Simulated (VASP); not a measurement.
# BaTe (Fm-3m) in VASP: further runs

The runs below take BaTe through single point, relaxation of cell and atoms, with PBEsol.

Everything below comes from runs of VASP 6.6.1. Logs are shortened: lines on timing, memory, paths and dates and some standing lists are left out, and cuts for length are marked.

### Step 1. The cell of the first run

It takes space group Fm-3m (No. 225, cubic). Conventional cell: a = 6.253 Å, b = 6.253 Å, c = 6.253 Å, α = 90.00°, β = 90.00°, γ = 90.00°. Within 4.1 Å of Ba (site symmetry m-3m) lie 6 Te at 3.13 Å. Te (site symmetry m-3m) has 6 Ba at 3.13 Å within 4.1 Å.

### Step 2. Single point, PBEsol

Contents of INCAR:

```
SYSTEM = BaTe
PREC = Accurate
ENCUT = 520
EDIFF = 1E-6
ISMEAR = -1
SIGMA = 0.05
LREAL = .FALSE.
LASPH = .TRUE.
NELM = 60
ALGO = Normal
ISIF = 2
LWAVE = .FALSE.
LCHARG = .TRUE.
GGA = PS
LELF = .TRUE.
LVHAR = .TRUE.
NBANDS = 15
```

Contents of KPOINTS:

```
Automatic mesh
0
G
  7 7 7
  0 0 0
```

Contents of POSCAR:

```
BaTe
1.0
    0.0000000000      3.1263185576      3.1263185576
    3.1263185576      0.0000000000      3.1263185576
    3.1263185576      3.1263185576      0.0000000000
Ba Te
1 1
Direct
    0.0000000000      0.0000000000      0.0000000000
    0.5000000000      0.5000000000      0.5000000000
```

Potentials or basis: VASP PAW PBE potentials, release 64 (Ba_sv, Te).

The run is started by

```console
$ cat potpaw_PBE.64/Ba_sv/POTCAR potpaw_PBE.64/Te/POTCAR > POTCAR
$ mpirun -np 1 vasp_std > vasp.out
```

OUTCAR:

```text
SYSTEM = BaTe
   PREC = Accurate
   ENCUT = 520
   EDIFF = 1E-6
   ISMEAR = -1
   LREAL = .FALSE.
   LASPH = .TRUE.
   NELM = 60
   ISIF = 2
   GGA = PS

 ion  position               nearest neighbor table
   1  0.000  0.000  0.000-   2 3.13   2 3.13   2 3.13   2 3.13   2 3.13   2 3.13
   2  0.500  0.500  0.500-   1 3.13   1 3.13   1 3.13   1 3.13   1 3.13   1 3.13

  LATTYP: Found a face centered cubic cell.
 ALAT       =     6.2526371152

  Lattice vectors:

 A1 = (   0.0000000000,   3.1263185576,   3.1263185576)
 A2 = (   3.1263185576,   0.0000000000,   3.1263185576)
 A3 = (   3.1263185576,   3.1263185576,   0.0000000000)

Analysis of symmetry for initial positions (statically):
=====================================================================
 Subroutine PRICEL returns:
 Original cell was already a primitive cell.

 Routine SETGRP: Setting up the symmetry group for a
 face centered cubic supercell.

 Subroutine GETGRP returns: Found 48 space group operations
 (whereof 48 operations were pure point group operations)
 out of a pool of 48 trial point group operations.

The static configuration has the point symmetry O_h .

Analysis of symmetry for dynamics (positions and initial velocities):
=====================================================================
 Subroutine PRICEL returns:
 Original cell was already a primitive cell.

 Routine SETGRP: Setting up the symmetry group for a
 face centered cubic supercell.

 Subroutine GETGRP returns: Found 48 space group operations
 (whereof 48 operations were pure point group operations)
 out of a pool of 48 trial point group operations.

The dynamic configuration has the point symmetry O_h .

 Subroutine INISYM returns: Found 48 space group operations
 (whereof 48 operations are pure point group operations),
 and found     1 'primitive' translations

----------------------------------------------------------------------------------------

                                     Primitive cell

  volume of cell :      61.1124

  direct lattice vectors                    reciprocal lattice vectors
     0.000000000  3.126318558  3.126318558    -0.159932518  0.159932518  0.159932518
     3.126318558  0.000000000  3.126318558     0.159932518 -0.159932518  0.159932518
     3.126318558  3.126318558  0.000000000     0.159932518  0.159932518 -0.159932518

  length of vectors
     4.421282104  4.421282104  4.421282104     0.277011248  0.277011248  0.277011248

  position of ions in fractional coordinates (direct lattice)
[... 83 lines left out ...]
   TEBEG  =    0.0;   TEEND  =   0.0 temperature during run
   PSTRESS=    0.0 pullay stress
   NELECT =      16.0000    total number of electrons
   NUPDOWN=      -1.0000    fix difference up-down
   EMIN   =  10.00;   EMAX   =-10.00  energy-range for DOS
   EFERMI =   0.00;   METHOD = LEGACY
   ISMEAR =    -1;   SIGMA  =   0.05  broadening in eV -4-tet -1-fermi 0-gaus
   EFERMI_NEDOS =   21; number of points for ismear=-14 and -15
   IALGO  =     38    algorithm
   IMIX   =      4    mixing-type and parameters
     AMIX     =   0.40;   BMIX     =  1.00
     AMIX_MAG =   1.60;   BMIX_MAG =  1.00
  volume/ion in A,a.u.               =      30.56       206.20
  Fermi-wavevector in a.u.,A,eV,Ry     =   1.047301  1.979112 14.923411  1.096840
  Thomas-Fermi vector in A             =   2.182176
   LORBIT       =      0    0 simple, 1 ext, 2 COOP (PROOUT), +10 PAW based schemes
   GGA     = PS    functional components
   LHFCALC =     F    Hartree Fock is set to
   AEXX    =    0.0000 exact exchange contribution
   IVDW    =     0    specifies the selected vdW correction
   LEPSILON=     F    determine dielectric tensor
   LRPA    =     F    only Hartree local field effects (RPA)
 non-spin polarized calculation
  energy-cutoff  :      520.00
  volume of cell :       61.11
 maximum number of plane-waves:      1655
 NGX is ok and might be reduce to    36
   NGX = 17   NGY = 17   NGZ = 17

 number of electron      16.0000000 magnetization

 Free energy of the ion-electron system (eV)
  ---------------------------------------------------
  ext. energy  EPLUGINS =         0.00000000
  ---------------------------------------------------
  free energy    TOTEN  =        -8.03596015 eV

  energy without entropy =       -8.03570039  energy(sigma->0) =       -8.03583027

 E-fermi :   4.9663     XC(G=0):  -9.8509

 val. band max:        4.7905181120   @ k =   0.0000   0.0000   0.0000
 cond. band min:       5.1756091081   @ k =   0.4286   0.4286   0.0000
 fundamental gap:      0.3850909961
 Fermi energy:         4.9662740762

 k-point     1 :       0.0000    0.0000    0.0000
  band No.  band energies     occupation
      1     -21.6257      2.00000
      2      -6.8348      2.00000
      3      -6.8348      2.00000
      4      -6.8348      2.00000
      5      -5.7241      2.00000
      6       4.7905      1.94223
      7       4.7905      1.94223
      8       4.7905      1.94223
      9       7.1440      0.00000
     10       7.1440      0.00000
     11       7.1440      0.00000
     12       8.2446      0.00000
     13       8.2446      0.00000
     14       9.0954      0.00000
[... 329 lines left out ...]
      2      -7.7813      2.00000
      3      -7.4286      2.00000
      4      -7.1709      2.00000
      5      -4.5011      2.00000
      6       2.6540      2.00000
      7       3.5958      2.00000
      8       3.7213      2.00000
      9       7.6316      0.00000
     10       8.8134      0.00000
     11      10.8892      0.00000
     12      11.2935      0.00000
     13      11.4842      0.00000
     14      14.2862      0.00000
     15      14.3844      0.00000

------------------------ aborting loop because EDIFF is reached ----------------------------------------

  FORCE on cell =-STRESS in cart. coord.  units (eV):
  Direction    XX          YY          ZZ          XY          YZ          ZX
  --------------------------------------------------------------------------------------
  -------------------------------------------------------------------------------------
  Total        8.0265212      8.0265212      8.0265212      0.0000000     -0.0000000      0.0000000
  in kB      210.4302934    210.4302934    210.4302934      0.0000000     -0.0000000      0.0000000
  external PRESSURE =     210.4302934 kB  Pullay stress =       0.0000000 kB

 VOLUME and BASIS-vectors are now :
 -----------------------------------------------------------------------------
  energy-cutoff  :      520.00
  volume of cell :       61.11
      direct lattice vectors                 reciprocal lattice vectors
     0.000000000  3.126318558  3.126318558    -0.159932518  0.159932518  0.159932518
     3.126318558  0.000000000  3.126318558     0.159932518 -0.159932518  0.159932518
     3.126318558  3.126318558  0.000000000     0.159932518  0.159932518 -0.159932518

 POSITION                                       TOTAL-FORCE (eV/Angst)
 -----------------------------------------------------------------------------------
      0.00000      0.00000      0.00000         0.000000      0.000000      0.000000
      3.12632      3.12632      3.12632        -0.000000     -0.000000     -0.000000
 -----------------------------------------------------------------------------------
    total drift:                                0.000000      0.000000      0.000000

  FREE ENERGIE OF THE ION-ELECTRON SYSTEM (eV)
  ---------------------------------------------------
  free  energy   TOTEN  =        -8.0359601483 eV

  energy  without entropy=       -8.0357003913  energy(sigma->0) =       -8.03583027
```

Wall time 30 s (1 thread of Intel Xeon 8259CL, shared host); peak memory 0.21 GiB.

What came out:

* Free energy: -8.0360 eV
* Pressure: 21.0 GPa
* Band gap on the k mesh: 0.39 eV (least direct gap 0.67 eV)

Caveat: the cell stands under pressure; semilocal functionals underestimate gaps, and a narrow one can read as zero; the PAW data sets were made with another functional, which shifts forces and pressure a little; spin-orbit coupling is left out, which moves the levels of the heavy elements; an odd mesh through Γ misses points on the zone boundary, where band edges can lie.

### Step 3. Single point, PBEsol

This run uses another cell than the first one, of 34.24 Å³/atom.

Contents of INCAR:

```
SYSTEM = BaTe
  ALGO = Normal
  EDIFF = 1E-6
  ENCUT = 520
  GGA = PS
  ISIF = 2
  ISMEAR = -1
  LASPH = .TRUE.
  LCHARG = .FALSE.
  LREAL = .FALSE.
  LWAVE = .FALSE.
  NBANDS = 15
  NELM = 80
  PREC = Accurate
  SIGMA = 0.05
```

Contents of KPOINTS:

```
k-points
0
G
  7 7 7
  0 0 0
```

Contents of POSCAR:

```
BaTe
1.0
    0.0000000000      3.2471247731      3.2471247731
    3.2471247731      0.0000000000      3.2471247731
    3.2471247731      3.2471247731      0.0000000000
Ba Te
1 1
Direct
    0.0000000000      0.0000000000      0.0000000000
    0.5000000000      0.5000000000      0.5000000000
```

Potentials or basis: VASP PAW PBE potentials, release 64 (Ba_sv, Te).

The run is started by

```console
$ cat potpaw_PBE.64/Ba_sv/POTCAR potpaw_PBE.64/Te/POTCAR > POTCAR
$ mpirun -np 1 vasp_std > vasp.out
```

Wall time 35 s (1 thread of Intel Xeon 8259CL, shared host); peak memory 0.21 GiB.

Results (log left out):

```
Free energy            : -8.7457 eV
Pressure               : 10.7 GPa
Band gap on the k mesh : 0.83 eV (least direct gap 1.19 eV)
```

Levels at points of the mesh, in eV from the valence-band top:
```csv
k point,band 5,band 6,band 7,band 8,band 9,band 10,band 11,band 12
"(0.00, 0.00, 0.00)",-10.17,0.00,0.00,0.00,2.59,2.59,2.59,3.52
```

Caveat: the cell stands under pressure; the PAW data sets were made with another functional, which shifts forces and pressure a little; spin-orbit coupling is left out, which moves the levels of the heavy elements; an odd mesh through Γ misses points on the zone boundary, where band edges can lie.

### Step 4. Single point, PBEsol

This run uses another cell than the first one, of 37.11 Å³/atom.

Contents of INCAR:

```
PREC = Accurate ; ENCUT = 520
EDIFF = 1E-7 ; ISMEAR = -1
SIGMA = 0.05 ; LREAL = F
LASPH = T ; NELM = 100
ALGO = Normal ; ISIF = 2
LWAVE = F ; LCHARG = F
GGA = PS ; NBANDS = 15
```

Contents of KPOINTS:

```
Automatic mesh
0
Gamma
  7 7 7
```

Contents of POSCAR:

```
BaTe
1.0
    0.0000000000      3.3353833249      3.3353833249
    3.3353833249      0.0000000000      3.3353833249
    3.3353833249      3.3353833249      0.0000000000
Ba Te
1 1
Direct
    0.0000000000      0.0000000000      0.0000000000
    0.5000000000      0.5000000000      0.5000000000
```

The run is started by

```console
$ cat potpaw_PBE.64/Ba_sv/POTCAR potpaw_PBE.64/Te/POTCAR > POTCAR
$ mpirun -np 1 vasp_std > vasp.out
```

Run time: 45 s. Hardware: 1 thread of Intel Xeon 8259CL, shared host; peak memory 0.21 GiB.

Results (log left out):

* Free energy: -9.0312 eV
* Pressure: 5.6 GPa
* Band gap on the k mesh: 1.10 eV (least direct gap 1.48 eV)

Levels at points of the mesh, in eV from the valence-band top:
```tsv
k point	band 4	band 5	band 6	band 7	band 8	band 9	band 10	band 11	band 12	band 13
(0.00, 0.00, 0.00)	-11.84	-9.94	0.00	0.00	0.00	2.72	2.72	2.72	3.35	3.53
```

Caveat: the cell stands under pressure; the PAW data sets were made with another functional, which shifts forces and pressure a little; spin-orbit coupling is left out, which moves the levels of the heavy elements; an odd mesh through Γ misses points on the zone boundary, where band edges can lie.

### Step 5. Single point, PBEsol

This run uses another cell than the first one, of 41.84 Å³/atom.

Contents of INCAR:

```
SYSTEM = BaTe
PREC = Accurate
ENCUT = 520
EDIFF = 1E-6
ISMEAR = -1
SIGMA = 0.05
LREAL = .FALSE.
LASPH = .TRUE.
NELM = 80
ALGO = Normal
ISIF = 2
LWAVE = .FALSE.
LCHARG = .FALSE.
GGA = PS
NBANDS = 15
```

Contents of KPOINTS:

```
regular mesh
0
G
  7 7 7
  0 0 0
```

Contents of POSCAR:

```
BaTe
1.0
    0.0000000000      3.4716440176      3.4716440176
    3.4716440176      0.0000000000      3.4716440176
    3.4716440176      3.4716440176      0.0000000000
Ba Te
1 1
Direct
    0.0000000000      0.0000000000      0.0000000000
    0.5000000000      0.5000000000      0.5000000000
```

Potentials or basis: VASP PAW PBE potentials, release 64 (Ba_sv, Te).

The run is started by

```console
$ cat potpaw_PBE.64/Ba_sv/POTCAR potpaw_PBE.64/Te/POTCAR > POTCAR
$ mpirun -np 1 vasp_std > vasp.out
```

OUTCAR:

```text
SYSTEM = BaTe
   PREC = Accurate
   ENCUT = 520
   EDIFF = 1E-6
   ISMEAR = -1
   LREAL = .FALSE.
   LASPH = .TRUE.
   NELM = 80
   ISIF = 2
   GGA = PS

 ion  position               nearest neighbor table
   1  0.000  0.000  0.000-   2 3.47   2 3.47   2 3.47   2 3.47   2 3.47   2 3.47
   2  0.500  0.500  0.500-   1 3.47   1 3.47   1 3.47   1 3.47   1 3.47   1 3.47

  LATTYP: Found a face centered cubic cell.
 ALAT       =     6.9432880352

  Lattice vectors:

[... 538 lines left out ...]
     15      10.5566      0.00000

------------------------ aborting loop because EDIFF is reached ----------------------------------------

  FORCE on cell =-STRESS in cart. coord.  units (eV):
  Direction    XX          YY          ZZ          XY          YZ          ZX
  --------------------------------------------------------------------------------------
  -------------------------------------------------------------------------------------
  Total        0.1879797      0.1879797      0.1879797      0.0000000      0.0000000      0.0000000
  in kB        3.5990335      3.5990335      3.5990335      0.0000000      0.0000000      0.0000000
  external PRESSURE =       3.5990335 kB  Pullay stress =       0.0000000 kB

 VOLUME and BASIS-vectors are now :
 -----------------------------------------------------------------------------
  energy-cutoff  :      520.00
  volume of cell :       83.68
      direct lattice vectors                 reciprocal lattice vectors
     0.000000000  3.471644018  3.471644018    -0.144023983  0.144023983  0.144023983
     3.471644018  0.000000000  3.471644018     0.144023983 -0.144023983  0.144023983
     3.471644018  3.471644018  0.000000000     0.144023983  0.144023983 -0.144023983

 POSITION                                       TOTAL-FORCE (eV/Angst)
 -----------------------------------------------------------------------------------
      0.00000      0.00000      0.00000        -0.000000     -0.000000     -0.000000
      3.47164      3.47164      3.47164         0.000000      0.000000      0.000000
 -----------------------------------------------------------------------------------
    total drift:                                0.000000     -0.000000     -0.000000

  FREE ENERGIE OF THE ION-ELECTRON SYSTEM (eV)
  ---------------------------------------------------
  free  energy   TOTEN  =        -9.1908050239 eV

  energy  without entropy=       -9.1908049970  energy(sigma->0) =       -9.19080501
```

stdout:

```text
POSCAR found type information on POSCAR BaTe
 POSCAR found :  2 types and       2 ions
 scaLAPACK will be used
 -----------------------------------------------------------------------------
|                                                                             |
|                                                                             |
|     You enforced a specific xc type in the INCAR file but a different       |
|     I HOPE YOU KNOW WHAT YOU ARE DOING!                                     |
|                                                                             |
 -----------------------------------------------------------------------------

 LDA part: xc-table for (Slater+PW92), standard interpolation
 POSCAR, INCAR and KPOINTS ok, starting setup
 FFT: planning ... GRIDC
 FFT: planning ... GRID_SOFT
 FFT: planning ... GRID
 WAVECAR not read
 entering main loop
```

Run time: 58 s. Hardware: 1 thread of Intel Xeon 8259CL, shared host; peak memory 0.24 GiB.

What came out:

```yaml
Free_energy: -9.1908 eV
Pressure: 0.4 GPa
Band_gap_on_the_k_mesh: 1.42 eV (least direct gap 1.81 eV)
```

Levels at points of the mesh, in eV from the valence-band top:
| k point | band 6 | band 7 | band 8 | band 9 | band 10 | band 11 |
| --- | --- | --- | --- | --- | --- | --- |
| (0.00, 0.00, 0.00) | 0.00 | 0.00 | 0.00 | 2.85 | 2.85 | 2.85 |

Caveat: the PAW data sets were made with another functional, which shifts forces and pressure a little; spin-orbit coupling is left out, which moves the levels of the heavy elements; an odd mesh through Γ misses points on the zone boundary, where band edges can lie.

### Step 6. Relaxation of cell and atoms, PBEsol

This run uses another cell than the first one, of 39.65 Å³/atom.

Contents of INCAR:

```
ALGO = Normal
EDIFF = 1E-7
EDIFFG = -0.005
ENCUT = 600
GGA = PS
IBRION = 2
ISIF = 3
ISMEAR = -1
LASPH = True
LCHARG = False
LREAL = False
LWAVE = False
NELM = 80
NSW = 80
PREC = Accurate
SIGMA = 0.05
```

Contents of KPOINTS:

```
k-points
0
Gamma
  7 7 7
```

Contents of POSCAR:

```
BaTe
1.0
    0.0000000000      3.4100000000      3.4100000000
    3.4100000000      0.0000000000      3.4100000000
    3.4100000000      3.4100000000      0.0000000000
Ba Te
1 1
Direct
    0.0000000000      0.0000000000      0.0000000000
    0.5000000000      0.5000000000      0.5000000000
```

Potentials or basis: VASP PAW PBE potentials, release 64 (Ba_sv, Te).

The run is started by

```console
$ cat potpaw_PBE.64/Ba_sv/POTCAR potpaw_PBE.64/Te/POTCAR > POTCAR
$ mpirun -np 1 vasp_std > vasp.out
```

Run time: 1.9 min. Hardware: 1 thread of Intel Xeon 8259CL, shared host; peak memory 0.25 GiB.

Results (log left out):

| Item | Value |
| --- | --- |
| Free energy | -9.1917 eV |
| Relaxed volume | 42.30 Å³/atom |
| Relaxed cell | a = 4.927 Å, b = 4.927 Å, c = 4.927 Å, α = 60.00°, β = 60.00°, γ = 60.00° |
| Space group after relaxing (to 0.1 Å) | Fm-3m (No. 225) |
| Energy gained by relaxing | 18.5 meV/atom |
| Ionic steps | 3 |
| Pressure after relaxing | 0.0 GPa |
| Band gap on the k mesh | 1.45 eV (least direct gap 1.84 eV) |

Step by step:
| step | energy change (eV) | largest force (eV/Å) | pressure (GPa) | volume (Å³) |
| --- | --- | --- | --- | --- |
| 1 | 0.0000 | 0.0000 | 2.37 | 79.30 |
| 2 | -0.0340 | 0.0000 | -0.58 | 86.23 |
| 3 | -0.0370 | 0.0000 | 0.01 | 84.59 |

Final structure:
```cif
data_structure
_symmetry_space_group_name_H-M 'P 1'
_symmetry_Int_Tables_number 1
_cell_length_a 4.9274
_cell_length_b 4.9274
_cell_length_c 4.9274
_cell_angle_alpha 60.000
_cell_angle_beta 60.000
_cell_angle_gamma 60.000
_cell_volume 84.59
loop_
_atom_site_label
_atom_site_type_symbol
_atom_site_fract_x
_atom_site_fract_y
_atom_site_fract_z
_atom_site_occupancy
Ba1 Ba 0.00000 0.00000 0.00000 1
Te1 Te 0.50000 0.50000 0.50000 1
```

Levels at points of the mesh, in eV from the valence-band top:
| k point | band 4 | band 5 | band 6 | band 7 | band 8 | band 9 | band 10 | band 11 | band 12 |
| --- | --- | --- | --- | --- | --- | --- | --- | --- | --- |
| (0.00, 0.00, 0.00) | -12.09 | -9.61 | 0.00 | 0.00 | 0.00 | 2.81 | 2.86 | 2.86 | 2.86 |

Caveat: the PAW data sets were made with another functional, which shifts forces and pressure a little; spin-orbit coupling is left out, which moves the levels of the heavy elements; an odd mesh through Γ misses points on the zone boundary, where band edges can lie.

### Step 7. Overview

| task | cell | cutoff (eV) | gap on the mesh (eV) | pressure (GPa) |
| --- | --- | --- | --- | --- |
| single point | a = 4.421 Å, angles 60.0°, 2 atoms | 520 | 0.39 | 21.0 |
| single point | a = 4.592 Å, angles 60.0°, 2 atoms | 520 | 0.83 | 10.7 |
| single point | a = 4.717 Å, angles 60.0°, 2 atoms | 520 | 1.10 | 5.6 |
| single point | a = 4.910 Å, angles 60.0°, 2 atoms | 520 | 1.42 | 0.4 |
| relaxation of cell and atoms | relaxed from a = 4.822 Å, angles 60.0°, 2 atoms | 600 | 1.45 | 0.0 |

Alike in all rows: level PBEsol; potentials or basis VASP PAW PBE potentials, release 64 (Ba_sv, Te); no spin polarisation; k mesh 7 × 7 × 7; smearing fermi-dirac 0.05 eV.

Caveats: the PAW data sets were made with another functional, which shifts forces and pressure a little; spin-orbit coupling is left out, which moves the levels of the heavy elements; an odd mesh through Γ misses points on the zone boundary, where band edges can lie; the cell stands under pressure (at least some runs); semilocal functionals underestimate gaps, and a narrow one can read as zero (at least some runs).

Total energies depend on the potentials used, so only differences within one code and one set of settings carry meaning.
